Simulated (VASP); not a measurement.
# Ga2As2C in VASP: single point with PBE

Aim: the single point of Ga2As2C with PBE.

Program: VASP 6.6.1. These are calculated values, not measurements. Logs are shortened: lines on timing, memory, paths and dates and some standing lists are left out, and cuts for length are marked.

## (1) The cell of the first run

The cell holds a slab with vacuum, 5 atoms: a = 4.063 Å, b = 4.063 Å, c = 21.390 Å, α = 90.00°, β = 90.00°, γ = 90.00°.

## (2) Single point, PBE, collinear spin

INCAR

```
PREC = Accurate ; ENCUT = 520
EDIFF = 1E-6 ; ISMEAR = 0
SIGMA = 0.05 ; LREAL = False
LASPH = True ; NELM = 150
ALGO = Normal ; ISIF = 2
LWAVE = False ; LCHARG = True
ISPIN = 2 ; MAGMOM = 0 0 0 0 2
LORBIT = 11 ; LDIPOL = True
IDIPOL = 3 ; DIPOL = 0.5 0.5 0.321
GGA = PE ; LELF = True
LVHAR = True ; LVACPOTAV = True
NBANDS = 32
```

KPOINTS

```
Automatic mesh
0
Gamma
  7 7 1
```

POSCAR

```
Ga2As2C
1.0
    4.0629609260      0.0000000000      0.0000000000
    0.0000000000      4.0629609260      0.0000000000
    0.0000000000      0.0000000000     21.3904986572
As Ga C
2 2 1
Direct
    0.0000000000      0.5000000000      0.1869989131
    0.5000000000      0.0000000000      0.3264810857
    0.5000000000      0.5000000000      0.2541536641
    0.0000000000      0.0000000000      0.3922535324
    0.3333333333      0.0000000000      0.4446132280
```

Potentials or basis: VASP PAW PBE potentials, release 64 (As, Ga_d, C).

Run with:

```
> cat potpaw_PBE.64/As/POTCAR potpaw_PBE.64/Ga_d/POTCAR potpaw_PBE.64/C/POTCAR > POTCAR
> mpirun -np 1 vasp_std > vasp.out
```

OUTCAR:

```text
PREC = Accurate
   ENCUT = 520
   EDIFF = 1E-6
   ISMEAR = 0
   LREAL = False
   LASPH = True
   NELM = 150
   ISIF = 2
   ISPIN = 2
   LORBIT = 11
   GGA = PE

 ion  position               nearest neighbor table
   1  0.000  0.500  0.187-   3 2.49   3 2.49
   2  0.500  0.000  0.326-   4 2.47   4 2.47   3 2.55   3 2.55
   3  0.500  0.500  0.254-   1 2.49   1 2.49   2 2.55   2 2.55
   4  0.000  0.000  0.392-   5 1.76   2 2.47   2 2.47
   5  0.333  0.000  0.445-   4 1.76

  LATTYP: Found a simple tetragonal cell.
 ALAT       =     4.0629609260
 C/A-ratio  =     5.2647561832

  Lattice vectors:

 A1 = (   4.0629609260,   0.0000000000,   0.0000000000)
 A2 = (   0.0000000000,   4.0629609260,   0.0000000000)
 A3 = (   0.0000000000,   0.0000000000,  21.3904986572)

Analysis of symmetry for initial positions (statically):
=====================================================================
 Subroutine PRICEL returns:
 Original cell was already a primitive cell.

 Routine SETGRP: Setting up the symmetry group for a
 simple tetragonal supercell.

 Subroutine GETGRP returns: Found  2 space group operations
 (whereof  2 operations were pure point group operations)
 out of a pool of 16 trial point group operations.

The static configuration has the point symmetry C_1h.

Analysis of symmetry for dynamics (positions and initial velocities):
=====================================================================
 Subroutine PRICEL returns:
 Original cell was already a primitive cell.

 Routine SETGRP: Setting up the symmetry group for a
 simple tetragonal supercell.

 Subroutine GETGRP returns: Found  2 space group operations
 (whereof  2 operations were pure point group operations)
 out of a pool of 16 trial point group operations.

The dynamic configuration has the point symmetry C_1h.

Analysis of structural, dynamic, and magnetic symmetry:
=====================================================================
 Subroutine PRICEL returns:
 Original cell was already a primitive cell.

 Routine SETGRP: Setting up the symmetry group for a
 simple tetragonal supercell.

 Subroutine GETGRP returns: Found  2 space group operations
 (whereof  2 operations were pure point group operations)
 out of a pool of 16 trial point group operations.

The overall configuration has the point symmetry C_1h.

 Subroutine INISYM returns: Found  2 space group operations
 (whereof  2 operations are pure point group operations),
 and found     1 'primitive' translations

----------------------------------------------------------------------------------------

                                     Primitive cell

  volume of cell :     353.1069

  direct lattice vectors                    reciprocal lattice vectors
     4.062960926  0.000000000  0.000000000     0.246125921  0.000000000  0.000000000
     0.000000000  4.062960926  0.000000000     0.000000000  0.246125921  0.000000000
     0.000000000  0.000000000 21.390498657     0.000000000  0.000000000  0.046749728

  length of vectors
     4.062960926  4.062960926 21.390498657     0.246125921  0.246125921  0.046749728

  position of ions in fractional coordinates (direct lattice)
     0.000000000  0.500000000  0.186998913
     0.500000000  0.000000000  0.326481086
     0.500000000  0.500000000  0.254153664
     0.000000000  0.000000000  0.392253532
     0.333333333  0.000000000  0.444613228

  ion indices of the primitive-cell ions
   primitive index   ion index
                 1           1
                 2           2
                 3           3
                 4           4
                 5           5

----------------------------------------------------------------------------------------

 KPOINTS: Automatic mesh

Automatic generation of k-mesh.
 Grid dimensions read from file:
 generate k-points for:    7    7    1

 Generating k-lattice:

  Cartesian coordinates                     Fractional coordinates (reciprocal lattice)
     0.035160846  0.000000000  0.000000000     0.142857143  0.000000000  0.000000000
     0.000000000  0.035160846  0.000000000     0.000000000  0.142857143  0.000000000
     0.000000000  0.000000000  0.046749728     0.000000000  0.000000000  1.000000000

  Length of vectors
     0.035160846  0.035160846  0.046749728

  Shift w.r.t. Gamma in fractional coordinates (k-lattice)
     0.000000000  0.000000000  0.000000000

 Subroutine IBZKPT returns following result:
 ===========================================

 Found     16 irreducible k-points:

 Following reciprocal coordinates:
            Coordinates               Weight
  0.000000  0.000000  0.000000      1.000000
  0.142857  0.000000  0.000000      2.000000
  0.000000  0.142857  0.000000      2.000000
  0.285714  0.000000  0.000000      2.000000
  0.000000  0.285714  0.000000      2.000000
  0.428571  0.000000  0.000000      2.000000
[... 8 lines left out ...]
 -0.285714  0.428571  0.000000      4.000000
  0.428571  0.428571  0.000000      4.000000
   k-points           NKPTS =     16   k-points in BZ     NKDIM =     16   number of bands    NBANDS=     32
   number of dos      NEDOS =    301   number of ions     NIONS =      5
   total plane-waves  NPLWV = 144000
   dimension x,y,z NGX =    30 NGY =   30 NGZ =  160
   dimension x,y,z NGXF=    60 NGYF=   60 NGZF=  320
   ions per type =               2   2   1
   NGX,Y,Z   is equivalent  to a cutoff of  12.28, 12.28, 12.44 a.u.
   NGXF,Y,Z  is equivalent  to a cutoff of  24.55, 24.55, 24.87 a.u.
 SYSTEM =  unknown system
   PREC   = accura    normal or accurate (medium, high low for compatibility)
   ISTART =      0    job   : 0-new  1-cont  2-samecut
   ICHARG =      2    charge: 1-file 2-atom 10-const
   ISPIN  =      2    spin polarized calculation?
   LNONCOLLINEAR =      F non collinear calculations
   LSORBIT =      F    spin-orbit coupling
   LASPH  =      T    aspherical Exc in radial PAW
   ENCUT  =  520.0 eV  38.22 Ry    6.18 a.u.   7.55  7.55 39.77*2*pi/ulx,y,z
   NELM   =    150;   NELMIN=  2; NELMDL= -5     # of ELM steps
   EDIFF  = 0.1E-05   stopping-criterion for ELM
   LREAL  =      F    real-space projection
   EDIFFG = 0.1E-04   stopping-criterion for IOM
   NSW    =      0    number of steps for IOM
   IBRION =     -1    ionic relax: 0-MD 1-quasi-New 2-CG
   NFREE  =      0    steps in history (QN), initial steepest desc. (CG)
   ISIF   =      2    stress and relaxation
   ISYM   =      2    0-nonsym 1-usesym 2-fastsym
   POTIM  = 0.5000    time-step for ionic-motion
   TEBEG  =    0.0;   TEEND  =   0.0 temperature during run
   PSTRESS=    0.0 pullay stress
   NELECT =      40.0000    total number of electrons
   NUPDOWN=      -1.0000    fix difference up-down
   EMIN   =  10.00;   EMAX   =-10.00  energy-range for DOS
   EFERMI =   0.00;   METHOD = LEGACY
   ISMEAR =     0;   SIGMA  =   0.05  broadening in eV -4-tet -1-fermi 0-gaus
   EFERMI_NEDOS =   21; number of points for ismear=-14 and -15
   IALGO  =     38    algorithm
   IMIX   =      4    mixing-type and parameters
     AMIX     =   0.40;   BMIX     =  1.00
     AMIX_MAG =   1.60;   BMIX_MAG =  1.00
  volume/ion in A,a.u.               =      70.62       476.58
  Fermi-wavevector in a.u.,A,eV,Ry     =   0.792123  1.496896  8.537101  0.627459
  Thomas-Fermi vector in A             =   1.897799
   LORBIT       =     11    0 simple, 1 ext, 2 COOP (PROOUT), +10 PAW based schemes
   GGA     = PE    functional components
   LHFCALC =     F    Hartree Fock is set to
   AEXX    =    0.0000 exact exchange contribution
   IVDW    =     0    specifies the selected vdW correction
   LEPSILON=     F    determine dielectric tensor
   LRPA    =     F    only Hartree local field effects (RPA)
 spin polarized calculation
 Gauss-broadening in eV      SIGMA  =   0.05
  energy-cutoff  :      520.00
  volume of cell :      353.11
 maximum number of plane-waves:      9549
 NGX is ok and might be reduce to    30
   NGX = 15   NGY = 15   NGZ = 79

 dipolmoment           0.000000      0.000000     -0.026787 electrons x Angstroem

 number of electron      40.0000037 magnetization       1.0887221

 dipolmoment           0.000000      0.000000      0.058631 electrons x Angstroem

 Free energy of the ion-electron system (eV)
  ---------------------------------------------------
  ext. energy  EPLUGINS =         0.00000000
  ---------------------------------------------------
  free energy    TOTEN  =       -17.98397653 eV

  energy without entropy =      -17.98165353  energy(sigma->0) =      -17.98281503

 E-fermi :  -3.2968     XC(G=0):  -3.5733

 val. band max:       -3.2976370370   @ k =   0.4286   0.0000   0.0000
 cond. band min:      -3.2098942043   @ k =  -0.2857   0.4286   0.0000
 fundamental gap:      0.0877428327
 Fermi energy:        -3.2967945099

 spin component 1

 k-point     1 :       0.0000    0.0000    0.0000
  band No.  band energies     occupation
      1     -18.3162      1.00000
      2     -17.8461      1.00000
      3     -17.8023      1.00000
      4     -17.7528      1.00000
      5     -17.7220      1.00000
      6     -17.5964      1.00000
[... 24 lines left out ...]
     31       3.3712      0.00000
     32       3.4904      0.00000

 k-point     2 :       0.1429    0.0000    0.0000
  band No.  band energies     occupation
      1     -18.3015      1.00000
      2     -17.8460      1.00000
      3     -17.8044      1.00000
      4     -17.7523      1.00000
      5     -17.7191      1.00000
      6     -17.5935      1.00000
[... 24 lines left out ...]
     31       3.4936      0.00000
     32       3.6651      0.00000
[... 453 lines left out ...]
     31       4.5848      0.00000
     32       4.9453      0.00000

 k-point    16 :       0.4286    0.4286    0.0000
  band No.  band energies     occupation
      1     -18.2515      1.00000
      2     -17.8312      1.00000
      3     -17.8189      1.00000
      4     -17.7551      1.00000
      5     -17.7008      1.00000
      6     -17.6128      1.00000
[... 24 lines left out ...]
     31       5.5417      0.00000
     32       5.7624      0.00000
 Fermi energy:        -3.2967945099

 spin component 2

 k-point     1 :       0.0000    0.0000    0.0000
  band No.  band energies     occupation
      1     -18.2459      1.00000
      2     -17.8334      1.00000
      3     -17.7675      1.00000
      4     -17.7186      1.00000
      5     -17.7096      1.00000
      6     -17.5920      1.00000
[... 24 lines left out ...]
     31       3.4467      0.00000
     32       3.5629      0.00000

 k-point     2 :       0.1429    0.0000    0.0000
  band No.  band energies     occupation
      1     -18.2333      1.00000
      2     -17.8329      1.00000
      3     -17.7693      1.00000
      4     -17.7184      1.00000
      5     -17.7071      1.00000
      6     -17.5890      1.00000
[... 24 lines left out ...]
     31       3.5981      0.00000
     32       3.7272      0.00000
[... 453 lines left out ...]
     31       4.6850      0.00000
     32       5.0020      0.00000

 k-point    16 :       0.4286    0.4286    0.0000
  band No.  band energies     occupation
      1     -18.1916      1.00000
      2     -17.8170      1.00000
      3     -17.7818      1.00000
      4     -17.7220      1.00000
      5     -17.6905      1.00000
      6     -17.6034      1.00000
[... 24 lines left out ...]
     31       5.6345      0.00000
     32       5.8037      0.00000

------------------------ aborting loop because EDIFF is reached ----------------------------------------

  FORCE on cell =-STRESS in cart. coord.  units (eV):
  Direction    XX          YY          ZZ          XY          YZ          ZX
  --------------------------------------------------------------------------------------
  -------------------------------------------------------------------------------------
  Total        3.1207753     -1.2622166     -0.0729077      0.0000000      0.0000000      2.4881746
  in kB       14.1601184     -5.7271460     -0.3308095      0.0000000      0.0000000     11.2897738
  external PRESSURE =       2.7007210 kB  Pullay stress =       0.0000000 kB

 VOLUME and BASIS-vectors are now :
 -----------------------------------------------------------------------------
  energy-cutoff  :      520.00
  volume of cell :      353.11
      direct lattice vectors                 reciprocal lattice vectors
     4.062960926  0.000000000  0.000000000     0.246125921  0.000000000  0.000000000
     0.000000000  4.062960926  0.000000000     0.000000000  0.246125921  0.000000000
     0.000000000  0.000000000 21.390498657     0.000000000  0.000000000  0.046749728

 POSITION                                       TOTAL-FORCE (eV/Angst)
 -----------------------------------------------------------------------------------
      0.00000      2.03148      4.00000        -0.035386      0.000000      0.339484
      2.03148      0.00000      6.98359         1.076365      0.000000      0.530469
      2.03148      2.03148      5.43647        -0.083193      0.000000     -0.325596
      0.00000      0.00000      8.39050        -4.173904      0.000000     -1.625332
      1.35432      0.00000      9.51050         3.216118      0.000000      1.080975
 -----------------------------------------------------------------------------------
    total drift:                                0.000168     -0.000000     -0.000088

  FREE ENERGIE OF THE ION-ELECTRON SYSTEM (eV)
  ---------------------------------------------------
  free  energy   TOTEN  =       -17.9839765330 eV

  energy  without entropy=      -17.9816535299  energy(sigma->0) =      -17.98281503

 vacuum level on the upper side and lower side of the slab         3.045         2.400

 total charge

# of ion       s       p       d       tot
------------------------------------------
    1        1.290   1.343   0.016   2.649
    2        1.244   1.476   0.034   2.755
    3        0.912   0.710   9.976  11.597
    4        1.013   0.816  10.017  11.847
    5        1.011   1.156   0.000   2.167
--------------------------------------------------
tot          5.470   5.501  20.044  31.015

 magnetization (x)

# of ion       s       p       d       tot
------------------------------------------
    1        0.003   0.091   0.000   0.094
    2       -0.001  -0.011   0.002  -0.009
    3       -0.002   0.023   0.002   0.023
    4       -0.004   0.061   0.016   0.072
    5        0.016   0.335   0.000   0.352
--------------------------------------------------
tot          0.011   0.500   0.021   0.532
```

It took 20 min on 1 thread of Intel Xeon 8259CL, shared host; peak memory 0.66 GiB.

Results:

```
Free energy                                           : -17.9840 eV
Largest force                                         : 4.479 eV/Å
Net moment                                            : 1.09 μB per cell
Site moments                                          : As +0.09, -0.01; Ga +0.02, +0.07; C +0.35 μB
Valence electrons inside the program's atomic spheres : As 2.65, 2.75; Ga 11.60, 11.85; C 2.17
```

Forces in eV/Å, atoms in the order of the input:
```
As  -0.035  0.000  0.339
As   1.076  0.000  0.530
Ga  -0.083  0.000 -0.326
Ga  -4.174  0.000 -1.625
C    3.216  0.000  1.081
```

Levels at points of the mesh, in eV from the Fermi level:
Spin up:
```tsv
k point	band 17	band 18	band 19	band 20	band 21	band 22	band 23	band 24
(0.00, 0.00, 0.00)	-1.67	-0.64	-0.45	-0.19	1.07	1.22	1.79	2.94
```
Spin down:
```csv
k point,band 16,band 17,band 18,band 19,band 20,band 21,band 22,band 23
"(0.00, 0.00, 0.00)",-1.51,-1.45,-0.50,-0.24,0.78,1.44,1.76,1.92
```
